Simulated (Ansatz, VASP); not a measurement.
## Cu: VASP beside Ansatz

The input INCAR:

```
PREC = Accurate
ENCUT = 520
EDIFF = 1E-6
ISMEAR = 0
SIGMA = 0.15
LREAL = False
LASPH = True
NELM = 100
ALGO = Normal
ISIF = 2
LWAVE = False
LCHARG = False
NBANDS = 12
```

Contents of KPOINTS:

```
regular mesh
0
Gamma
  24 24 24
```

Contents of POSCAR:

```
Cu
1.0
   -1.3941544551      1.3941544551      1.4338878571
    1.3941544551     -1.3941544551      1.4338878571
    1.3941544551      1.3941544551     -1.4338878571
Cu
1
Direct
    0.0000000000      0.0000000000      0.0000000000
```

Input for Ansatz:

```yaml
crystal:
  lattice:
    - [-1.3941544551, 1.3941544551, 1.4338878571]
    - [1.3941544551, -1.3941544551, 1.4338878571]
    - [1.3941544551, 1.3941544551, -1.4338878571]
  atoms:
    - { symbol: Cu, position: [0.0, 0.0, 0.0] }
basis:
  ecutwfc: 520.0
kpoints:
  mp_grid: { grid: [24, 24, 24] }
hamiltonian:
  xc: lda
  pseudopotentials: { kind: paw, azcp: { folder: soft_1 } }
scf:
  occupations: { method: gaussian, width: 0.15 }
output:
  forces: true
  stress: true
  eigenvalues: true
```

Alike in both runs: task single point; functional LDA; k mesh 24 × 24 × 24; occupations gaussian, width 0.15 eV; no spin polarisation.

|  | VASP | Ansatz |
| --- | --- | --- |
| version | VASP 6.6.1 | Ansatz 0.2.0 |
| potentials or method | VASP PAW LDA potentials, release 64 (Cu), cutoff 520 eV | scalar-relativistic, plane waves, PAW |
| valence electrons in the cell | 11 | 19 |

|  | VASP | Ansatz | Ansatz less VASP |
| --- | --- | --- | --- |
| gap on the k mesh at the Fermi level (eV) | none | none | - |
| pressure (GPa) | -2.7 | -3.6 | -0.89 |
| traceless stress, the component that is largest in VASP (GPa) | 0.30 | 0.30 | +0.001 |

Ansatz warns that its potentials were made for another functional, while VASP's fit it. LDA's correlation is that of Perdew and Zunger in VASP and of Perdew and Wang (1992) in Ansatz. A gap of «none» marks a metal or a gap that the smearing closes. VASP's potentials hold 11 valence electrons a cell and Ansatz's 19, so a difference there can come from the potentials and not from the codes.
